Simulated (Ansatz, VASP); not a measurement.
**Two plane-wave programs on MnO**

```
Mn O
1.0
     2.67239    0.00000    0.00000
     0.00000    2.67239    0.00000
     0.00000    0.00000    2.67239
Mn O
1 1
Cartesian
  0.0000 0.0000 0.0000
  1.3362 1.3362 1.3362
```

Alike in both runs: task relaxation of cell and atoms; functional PBEsol-based global hybrid with a share of 0.25 of exact exchange; k mesh 5 × 5 × 5; occupations fermi-dirac, width 0.05 eV; collinear spin.

|  | VASP | Ansatz |
| --- | --- | --- |
| version | VASP 6.6.1 | Ansatz 0.2.0 |
| potentials or method | VASP PAW PBE potentials, release 64 (Mn_pv, O) | Ansatz PAW |
| plane-wave cutoff (eV) | 600 | 420 |
| valence electrons in the cell | 19 | 21 |

|  | VASP | Ansatz | Ansatz less VASP |
| --- | --- | --- | --- |
| gap on the k mesh at the Fermi level, each at its own relaxed structure (eV) | 2.42 | 2.39 | -0.032 |
| net moment per atom (μB) | 2.50 | 2.50 | 0.000 |
| size of the moment on the site where the two differ most (μB) | 4.58 | 4.39 | -0.191 |
| relaxed volume (Å³/atom) | 10.07 | 10.05 | -0.017 |
| relaxed length of the cell vector where the two differ most in proportion (Å) | 2.720 | 2.719 | -0.0015 |

VASP's potentials were made for PBE, not for PBEsol-based global hybrid. Site moments also hang on the region over which each program counts them. VASP's potentials hold 19 valence electrons a cell and Ansatz's 21, so a difference there can come from the potentials and not from the codes.

The k mesh is coarse, so the values compare programs but aren't converged. Noted on Ansatz's run: the magnetic or orbital state may not be the lowest; odd divisions of the mesh miss points on the zone boundary, where band edges often lie, so the gap on the mesh can be too wide; the plane-wave basis is chosen anew once the cell has moved, so the energies of steps on either side of that aren't comparable.
